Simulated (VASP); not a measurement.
# Be5Au (F-43m) in VASP: single point with LDA

Aim: the single point of Be5Au with LDA.

Program: VASP 6.6.1. These are calculated values, not measurements. Logs are shortened: lines on timing, memory, paths and dates and some standing lists are left out, and cuts for length are marked.

### 1 The cell of the first run

The structure is cubic, space group F-43m (No. 216). The conventional cell has a = 6.097 Å, b = 6.097 Å, c = 6.097 Å, α = 90.00°, β = 90.00°, γ = 90.00°. Be (site symmetry 3m) has 9 Be at 2.16 to 2.53 Å and 3 Au at 2.53 Å within 2.9 Å. Within 3.3 Å of Be (site symmetry -43m) lie 12 Be at 2.53 Å and 4 Au at 2.64 Å. Within 3.3 Å of Au (site symmetry -43m) lie 16 Be at 2.53 to 2.64 Å.

### 2 Single point, LDA

INCAR

```
SYSTEM = Be5Au
  PREC = Accurate
  ENCUT = 520
  EDIFF = 1E-6
  ISMEAR = 0
  SIGMA = 0.1
  LREAL = .FALSE.
  LASPH = .TRUE.
  NELM = 80
  ALGO = Normal
  ISIF = 2
  LWAVE = .FALSE.
  LCHARG = .FALSE.
  NBANDS = 20
  ISYM = 0
```

KPOINTS

```
Automatic mesh
0
Gamma
  4 4 4
  0.5 0.5 0.5
```

POSCAR

```
Be5Au
1.0
    0.0000000000      3.0485000000      3.0485000000
    3.0485000000      0.0000000000      3.0485000000
    3.0485000000      3.0485000000      0.0000000000
Be Au
5 1
Direct
    0.6250000000      0.6250000000      0.6250000000
    0.1250000000      0.6250000000      0.6250000000
    0.6250000000      0.6250000000      0.1250000000
    0.6250000000      0.1250000000      0.6250000000
    0.2500000000      0.2500000000      0.2500000000
    0.0000000000      0.0000000000      0.0000000000
```

Potentials or basis: VASP PAW LDA potentials, release 64 (Be, Au).

Run with:

```
$ cat potpaw_LDA.64/Be/POTCAR potpaw_LDA.64/Au/POTCAR > POTCAR
$ mpirun -np 1 vasp_std > vasp.out
```

OUTCAR:

```text
SYSTEM = Be5Au
   PREC = Accurate
   ENCUT = 520
   EDIFF = 1E-6
   ISMEAR = 0
   LREAL = .FALSE.
   LASPH = .TRUE.
   NELM = 80
   ISIF = 2
   ISYM = 0

 ion  position               nearest neighbor table
   1  0.625  0.625  0.625-   2 2.16   3 2.16   4 2.16   3 2.16   4 2.16   2 2.16   6 2.53   6 2.53
                             6 2.53
   2  0.125  0.625  0.625-   1 2.16   3 2.16   4 2.16   1 2.16   3 2.16   4 2.16   6 2.53   6 2.53
                             6 2.53
   3  0.625  0.625  0.125-   1 2.16   1 2.16   2 2.16   4 2.16   4 2.16   2 2.16   6 2.53   6 2.53
                             6 2.53
   4  0.625  0.125  0.625-   1 2.16   3 2.16   1 2.16   2 2.16   3 2.16   2 2.16   6 2.53   6 2.53
                             6 2.53
   5  0.250  0.250  0.250-   6 2.64   6 2.64   6 2.64   6 2.64
   6  0.000  0.000  0.000-   1 2.53   3 2.53   1 2.53   3 2.53   2 2.53   4 2.53   2 2.53   3 2.53
                             4 2.53   1 2.53   2 2.53   4 2.53   5 2.64   5 2.64   5 2.64   5 2.64

IMPORTANT INFORMATION: All symmetrisations will be switched off!
NOSYMM: (Re-)initialisation of all symmetry stuff for point group C_1.

----------------------------------------------------------------------------------------

                                     Primitive cell

  volume of cell :      56.6616

  direct lattice vectors                    reciprocal lattice vectors
     0.000000000  3.048500000  3.048500000    -0.164015089  0.164015089  0.164015089
     3.048500000  0.000000000  3.048500000     0.164015089 -0.164015089  0.164015089
     3.048500000  3.048500000  0.000000000     0.164015089  0.164015089 -0.164015089

  length of vectors
     4.311230045  4.311230045  4.311230045     0.284082468  0.284082468  0.284082468

  position of ions in fractional coordinates (direct lattice)
     0.625000000  0.625000000  0.625000000
     0.125000000  0.625000000  0.625000000
     0.625000000  0.625000000  0.125000000
     0.625000000  0.125000000  0.625000000
     0.250000000  0.250000000  0.250000000
     0.000000000  0.000000000  0.000000000

  ion indices of the primitive-cell ions
   primitive index   ion index
                 1           1
                 2           2
                 3           3
                 4           4
                 5           5
                 6           6

----------------------------------------------------------------------------------------

 KPOINTS: Automatic mesh

Automatic generation of k-mesh.
 Grid dimensions read from file:
 generate k-points for:    4    4    4

 Generating k-lattice:

  Cartesian coordinates                     Fractional coordinates (reciprocal lattice)
    -0.041003772  0.041003772  0.041003772     0.250000000  0.000000000  0.000000000
     0.041003772 -0.041003772  0.041003772     0.000000000  0.250000000  0.000000000
     0.041003772  0.041003772 -0.041003772     0.000000000  0.000000000  0.250000000

  Length of vectors
     0.071020617  0.071020617  0.071020617

  Shift w.r.t. Gamma in fractional coordinates (k-lattice)
     0.500000000  0.500000000  0.500000000

 Subroutine IBZKPT returns following result:
 ===========================================

 Found    128 irreducible k-points:

 Following reciprocal coordinates:
            Coordinates               Weight
  0.125000  0.125000  0.125000      2.000000
  0.125000  0.000000  0.000000      2.000000
  0.000000  0.000000 -0.125000      2.000000
  0.000000  0.125000  0.000000      2.000000
  0.375000  0.125000  0.125000      2.000000
  0.125000  0.375000  0.125000      2.000000
[... 16 lines left out ...]
  0.000000  0.500000 -0.125000      2.000000
  0.500000  0.000000 -0.125000      2.000000
 [... further k-points ...]
   k-points           NKPTS =    128   k-points in BZ     NKDIM =    128   number of bands    NBANDS=     20
   number of dos      NEDOS =    301   number of ions     NIONS =      6
   total plane-waves  NPLWV =  32768
   dimension x,y,z NGX =    32 NGY =   32 NGZ =   32
   dimension x,y,z NGXF=    64 NGYF=   64 NGZF=   64
   ions per type =               5   1
   NGX,Y,Z   is equivalent  to a cutoff of  12.34, 12.34, 12.34 a.u.
   NGXF,Y,Z  is equivalent  to a cutoff of  24.68, 24.68, 24.68 a.u.
 SYSTEM =  Be5Au
   PREC   = accura    normal or accurate (medium, high low for compatibility)
   ISTART =      0    job   : 0-new  1-cont  2-samecut
   ICHARG =      2    charge: 1-file 2-atom 10-const
   ISPIN  =      1    spin polarized calculation?
   LNONCOLLINEAR =      F non collinear calculations
   LSORBIT =      F    spin-orbit coupling
   LASPH  =      T    aspherical Exc in radial PAW
   ENCUT  =  520.0 eV  38.22 Ry    6.18 a.u.   8.02  8.02  8.02*2*pi/ulx,y,z
   NELM   =     80;   NELMIN=  2; NELMDL= -5     # of ELM steps
   EDIFF  = 0.1E-05   stopping-criterion for ELM
   LREAL  =      F    real-space projection
   EDIFFG = 0.1E-04   stopping-criterion for IOM
   NSW    =      0    number of steps for IOM
   IBRION =     -1    ionic relax: 0-MD 1-quasi-New 2-CG
   NFREE  =      0    steps in history (QN), initial steepest desc. (CG)
   ISIF   =      2    stress and relaxation
   ISYM   =      0    0-nonsym 1-usesym 2-fastsym
   POTIM  = 0.5000    time-step for ionic-motion
   TEBEG  =    0.0;   TEEND  =   0.0 temperature during run
   PSTRESS=    0.0 pullay stress
   NELECT =      21.0000    total number of electrons
   NUPDOWN=      -1.0000    fix difference up-down
   EMIN   =  10.00;   EMAX   =-10.00  energy-range for DOS
   EFERMI =   0.00;   METHOD = LEGACY
   ISMEAR =     0;   SIGMA  =   0.10  broadening in eV -4-tet -1-fermi 0-gaus
   EFERMI_NEDOS =   21; number of points for ismear=-14 and -15
   IALGO  =     38    algorithm
   IMIX   =      4    mixing-type and parameters
     AMIX     =   0.40;   BMIX     =  1.00
     AMIX_MAG =   1.60;   BMIX_MAG =  1.00
  volume/ion in A,a.u.               =       9.44        63.73
  Fermi-wavevector in a.u.,A,eV,Ry     =   1.175940  2.222204 18.814602  1.382834
  Thomas-Fermi vector in A             =   2.312312
   LORBIT       =      0    0 simple, 1 ext, 2 COOP (PROOUT), +10 PAW based schemes
   GGA     = CA    functional components
   LHFCALC =     F    Hartree Fock is set to
   AEXX    =    0.0000 exact exchange contribution
   IVDW    =     0    specifies the selected vdW correction
   LEPSILON=     F    determine dielectric tensor
   LRPA    =     F    only Hartree local field effects (RPA)
 non-spin polarized calculation
 Gauss-broadening in eV      SIGMA  =   0.10
  energy-cutoff  :      520.00
  volume of cell :       56.66
 maximum number of plane-waves:      1534
   NGX = 17   NGY = 17   NGZ = 17

 number of electron      21.0000001 magnetization

 Free energy of the ion-electron system (eV)
  ---------------------------------------------------
  ext. energy  EPLUGINS =         0.00000000
  ---------------------------------------------------
  free energy    TOTEN  =       -26.14041216 eV

  energy without entropy =      -26.13371874  energy(sigma->0) =      -26.13706545

 E-fermi :   8.4259     XC(G=0): -11.3194

 val. band max:        8.1266628582   @ k =   0.1250   0.2500   0.0000
 cond. band min:       8.4946420753   @ k =  -0.2500   0.1250   0.2500
 fundamental gap:      0.3679792171
 Fermi energy:         8.4259015445

 k-point     1 :       0.1250    0.1250    0.1250
  band No.  band energies     occupation
      1      -3.1156      2.00000
      2       0.8901      2.00000
      3       1.0136      2.00000
      4       1.0136      2.00000
      5       1.4435      2.00000
      6       1.4435      2.00000
[... 12 lines left out ...]
     19      13.9684      0.00000
     20      15.4367      0.00000

 k-point     2 :       0.1250    0.0000    0.0000
  band No.  band energies     occupation
      1      -3.1156      2.00000
      2       0.8901      2.00000
      3       1.0136      2.00000
      4       1.0136      2.00000
      5       1.4435      2.00000
      6       1.4435      2.00000
[... 12 lines left out ...]
     19      13.9684      0.00000
     20      15.4367      0.00000

 k-point     3 :       0.0000    0.0000   -0.1250
  band No.  band energies     occupation
      1      -3.1156      2.00000
      2       0.8901      2.00000
      3       1.0136      2.00000
      4       1.0136      2.00000
      5       1.4435      2.00000
      6       1.4435      2.00000
[... 12 lines left out ...]
     19      13.9684      0.00000
     20      15.4367      0.00000

 k-point     4 :       0.0000    0.1250    0.0000
  band No.  band energies     occupation
      1      -3.1156      2.00000
      2       0.8901      2.00000
      3       1.0136      2.00000
      4       1.0136      2.00000
      5       1.4435      2.00000
      6       1.4435      2.00000
[... 12 lines left out ...]
     19      13.9684      0.00000
     20      15.4367      0.00000

 k-point     5 :       0.3750    0.1250    0.1250
  band No.  band energies     occupation
      1      -2.2715      2.00000
      2       0.5519      2.00000
      3       0.9564      2.00000
      4       1.1019      2.00000
      5       1.5339      2.00000
      6       1.7694      2.00000
[... 12 lines left out ...]
     19      16.5550      0.00000
     20      16.8680      0.00000
[... 353 lines left out ...]
      6       1.9003      2.00000
[... 12 lines left out ...]
     19      17.0060      0.00000
     20      17.5879      0.00000

 k-point    22 :       0.1250    0.5000    0.0000
  band No.  band energies     occupation
      1      -1.2925      2.00000
      2      -0.0834      2.00000
      3       0.9207      2.00000
      4       1.1206      2.00000
      5       1.8991      2.00000
      6       1.9003      2.00000
[... 12 lines left out ...]
     19      17.0060      0.00000
     20      17.5879      0.00000

 k-point    23 :       0.0000    0.5000   -0.1250
  band No.  band energies     occupation
      1      -1.2925      2.00000
      2      -0.0834      2.00000
      3       0.9207      2.00000
      4       1.1206      2.00000
      5       1.8991      2.00000
      6       1.9003      2.00000
[... 12 lines left out ...]
     19      17.0060      0.00000
     20      17.5879      0.00000

 k-point    24 :       0.5000    0.0000   -0.1250
  band No.  band energies     occupation
      1      -1.2925      2.00000
      2      -0.0834      2.00000
      3       0.9207      2.00000
      4       1.1206      2.00000
      5       1.8991      2.00000
      6       1.9003      2.00000
[... 12 lines left out ...]
     19      17.0060      0.00000
     20      17.5879      0.00000

 [... further k-points ...]

------------------------ aborting loop because EDIFF is reached ----------------------------------------

  FORCE on cell =-STRESS in cart. coord.  units (eV):
  Direction    XX          YY          ZZ          XY          YZ          ZX
  --------------------------------------------------------------------------------------
  -------------------------------------------------------------------------------------
  Total       -2.0265635     -2.0265634     -2.0265701     -0.0000009     -0.0000022      0.0000023
  in kB      -57.3036400    -57.3036353    -57.3038255     -0.0000263     -0.0000635      0.0000657
  external PRESSURE =     -57.3037003 kB  Pullay stress =       0.0000000 kB

 VOLUME and BASIS-vectors are now :
 -----------------------------------------------------------------------------
  energy-cutoff  :      520.00
  volume of cell :       56.66
      direct lattice vectors                 reciprocal lattice vectors
     0.000000000  3.048500000  3.048500000    -0.164015089  0.164015089  0.164015089
     3.048500000  0.000000000  3.048500000     0.164015089 -0.164015089  0.164015089
     3.048500000  3.048500000  0.000000000     0.164015089  0.164015089 -0.164015089

 POSITION                                       TOTAL-FORCE (eV/Angst)
 -----------------------------------------------------------------------------------
      3.81063      3.81063      3.81063        -0.012318     -0.012318     -0.012317
      3.81063      2.28638      2.28638        -0.012318      0.012317      0.012318
      2.28638      2.28638      3.81063         0.012318      0.012317     -0.012317
      2.28638      3.81063      2.28638         0.012317     -0.012318      0.012317
      1.52425      1.52425      1.52425         0.000000      0.000000      0.000000
      0.00000      0.00000      0.00000        -0.000000      0.000001     -0.000001
 -----------------------------------------------------------------------------------
    total drift:                                0.000001     -0.000001     -0.000002

  FREE ENERGIE OF THE ION-ELECTRON SYSTEM (eV)
  ---------------------------------------------------
  free  energy   TOTEN  =       -26.1404121643 eV

  energy  without entropy=      -26.1337187421  energy(sigma->0) =      -26.13706545
```

Run time: 2.2 min. Hardware: 1 thread of Intel Xeon Platinum 8488C (Sapphire Rapids), shared host; peak memory 0.25 GiB.

What came out:

```
Free energy : -26.1404 eV
Pressure    : -5.7 GPa
```

Caveat: the k points lie up to 0.45 Å⁻¹ apart; spin-orbit coupling is left out, which moves the levels of the heavy elements.
